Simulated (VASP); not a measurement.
# Ca (Pm-3m) in VASP: notebook, part 2 of 2

VASP 6.6.1.

### Step 4. Relaxation of cell and atoms, PBE, target pressure 2.2 GPa, at which the enthalpy is minimised

This run uses another cell than the first one, of 40.40 Å³/atom.

INCAR

```
SYSTEM = Ca
PREC = Accurate
ENCUT = 600
EDIFF = 1E-6
ISMEAR = -1
SIGMA = 0.08
LREAL = .False.
LASPH = .True.
NELM = 60
ALGO = Normal
ISIF = 3
LWAVE = .False.
LCHARG = .False.
GGA = PE
IBRION = 2
NSW = 60
EDIFFG = -0.005
PSTRESS = 22.0
```

KPOINTS

```
Automatic mesh
0
Gamma
  11 11 11
  0 0 0
```

POSCAR

```
Ca
1.0
    3.4312436367      0.0000000000      0.0000000000
    0.0000000000      3.4312436367      0.0000000000
    0.0000000000      0.0000000000      3.4312436367
Ca
1
Direct
    0.0000000000      0.0000000000      0.0000000000
```

Potentials or basis: VASP PAW PBE potentials, release 64 (Ca_sv).

Started as:

```bash
$ cat potpaw_PBE.64/Ca_sv/POTCAR > POTCAR
$ mpirun -np 1 vasp_std > vasp.out
```

OUTCAR:

```text
SYSTEM = Ca
   PREC = Accurate
   ENCUT = 600
   EDIFF = 1E-6
   ISMEAR = -1
   LREAL = .False.
   LASPH = .True.
   NELM = 60
   ISIF = 3
   GGA = PE
   IBRION = 2
   NSW = 60
   EDIFFG = -0.005
   PSTRESS = 22.0

 ion  position               nearest neighbor table
   1  0.000  0.000  0.000-

  LATTYP: Found a simple cubic cell.
 ALAT       =     3.4312436367

  Lattice vectors:

 A1 = (   3.4312436367,   0.0000000000,   0.0000000000)
 A2 = (   0.0000000000,   3.4312436367,   0.0000000000)
 A3 = (   0.0000000000,   0.0000000000,   3.4312436367)

Analysis of symmetry for initial positions (statically):
=====================================================================
 Subroutine PRICEL returns:
 Original cell was already a primitive cell.

 Routine SETGRP: Setting up the symmetry group for a
[... 247 lines left out ...]
  free energy    TOTEN  =        -1.50568006 eV

  energy without entropy =       -1.48624650  energy(sigma->0) =       -1.49596328

 E-fermi :   2.3418     XC(G=0):  -8.0932

 val. band max:        2.3351355653   @ k =   0.4545   0.4545   0.2727
 cond. band min:       2.3600943698   @ k =   0.4545   0.1818   0.0909
 fundamental gap:      0.0249588045
 Fermi energy:         2.3418073233

 k-point     1 :       0.0000    0.0000    0.0000
  band No.  band energies     occupation
      1     -39.6008      2.00000
      2     -20.4446      2.00000
      3     -20.4446      2.00000
      4     -20.4446      2.00000
      5      -1.6847      2.00000
      6       3.1638      0.00007
      7       3.1638      0.00007
      8       6.9379      0.00000
      9       6.9379      0.00000
[... 265 lines left out ...]
 k-point    24 :       0.2727    0.0909    0.0909
  band No.  band energies     occupation
      1     -39.5767      2.00000
      2     -20.6325      2.00000
      3     -20.4534      2.00000
      4     -20.4506      2.00000
      5      -0.3299      2.00000
      6       3.4009      0.00000
      7       3.5946      0.00000
      8       5.8200      0.00000
      9       5.8504      0.00000

 [... further k-points ...]
[... 5 lines left out ...]
  --------------------------------------------------------------------------------------
  -------------------------------------------------------------------------------------
  Total        0.5159709      0.5159709      0.5159709     -0.0000000      0.0000000     -0.0000000
  in kB       22.0925554     22.0925554     22.0925554     -0.0000000      0.0000000     -0.0000000
  external PRESSURE =       0.0925554 kB  Pullay stress =      22.0000000 kB
[... 20 lines left out ...]
  energy  without entropy=       -1.4862464998  energy(sigma->0) =       -1.49596328

  enthalpy is  TOTEN    =        -0.9918708345 eV   P V=        0.5138092233

 reached required accuracy - stopping structural energy minimisation
```

OSZICAR:

```text
N       E                     dE             d eps       ncg     rms          rms(c)
DAV:   1     0.698275123265E+02    0.69828E+02   -0.56446E+03  1008   0.114E+03
DAV:   2    -0.985203403817E-01   -0.69926E+02   -0.69573E+02  1040   0.242E+02
DAV:   3    -0.147455342272E+01   -0.13760E+01   -0.13580E+01  1496   0.361E+01
[... 25 lines left out ...]
DAV:   5    -0.150561748990E+01   -0.15541E-02   -0.27197E-03  1577   0.229E-01    0.721E-02
DAV:   6    -0.150568711063E+01   -0.69621E-04   -0.84105E-05  1640   0.739E-02    0.458E-02
DAV:   7    -0.150567950486E+01    0.76058E-05   -0.62300E-05  1123   0.994E-02    0.176E-02
DAV:   8    -0.150568170397E+01   -0.21991E-05   -0.13995E-05  1495   0.278E-02    0.994E-03
DAV:   9    -0.150567953696E+01    0.21670E-05   -0.18657E-06  1078   0.184E-02    0.113E-03
DAV:  10    -0.150568005784E+01   -0.52087E-06   -0.23337E-07   563   0.441E-03
   3 F= -.99187083E+00 E0= -.98215406E+00  d E =-.113025E-01
```

Wall time 21 s (1 thread of Intel Xeon 6975P-C (Granite Rapids), shared host); peak memory 0.17 GiB.

What came out:

| Property | Result |
| --- | --- |
| Free energy | -1.5057 eV |
| Relaxed volume | 37.42 Å³/atom |
| Relaxed cell | a = 3.345 Å, b = 3.345 Å, c = 3.345 Å, α = 90.00°, β = 90.00°, γ = 90.00° |
| Space group after relaxing (to 0.1 Å) | Pm-3m (No. 221) |
| Energy change on relaxing (the run minimises the enthalpy) | +29.6 meV/atom |
| Ionic steps | 3 |
| Pressure after relaxing | 2.2 GPa |
| Band gap on the k mesh | zero (bands 5 and 6 overlap by 0.71 eV) |

Step by step:
| step | energy change (eV) | largest force (eV/Å) | pressure (GPa) | volume (Å³) |
| --- | --- | --- | --- | --- |
| 1 | 0.0000 | 0.0000 | 1.01 | 40.40 |
| 2 | 0.0145 | 0.0000 | 1.67 | 38.67 |
| 3 | 0.0296 | 0.0000 | 2.21 | 37.42 |

Final structure:
```cif
data_structure
_symmetry_space_group_name_H-M 'P 1'
_symmetry_Int_Tables_number 1
_cell_length_a 3.3447
_cell_length_b 3.3447
_cell_length_c 3.3447
_cell_angle_alpha 90.000
_cell_angle_beta 90.000
_cell_angle_gamma 90.000
_cell_volume 37.42
loop_
_atom_site_label
_atom_site_type_symbol
_atom_site_fract_x
_atom_site_fract_y
_atom_site_fract_z
_atom_site_occupancy
Ca1 Ca 0.00000 0.00000 0.00000 1
```

Levels at points of the mesh, in eV from the Fermi level:
```csv
k point,band 2,band 3,band 4,band 5,band 6,band 7,band 8,band 9
"(0.00, 0.00, 0.00)",-22.79,-22.79,-22.79,-4.03,0.82,0.82,4.60,4.60
```

Caveat: the cell is relaxed towards a set pressure, so the run minimises the enthalpy, not the energy.

### Step 5. The runs side by side

```tsv
task	cell	cutoff (eV)	gap on the mesh (eV)	pressure (GPa)
single point	a = 3.343 Å, 1 atom	520	none	2.2
relaxation of cell and atoms	relaxed to 2.2 GPa from a = 3.343 Å, 1 atom	600	none	2.2
relaxation of cell and atoms	relaxed to 2.2 GPa from a = 3.431 Å, 1 atom	600	none	2.2
```

Alike in all rows: level PBE; potentials or basis VASP PAW PBE potentials, release 64 (Ca_sv); no spin polarisation; k mesh 11 × 11 × 11; smearing fermi-dirac 0.08 eV.

Caveats: the cell is relaxed towards a set pressure, so the run minimises the enthalpy, not the energy (at least some runs).

Total energies depend on the potentials used, so only differences within one code and one set of settings carry meaning.
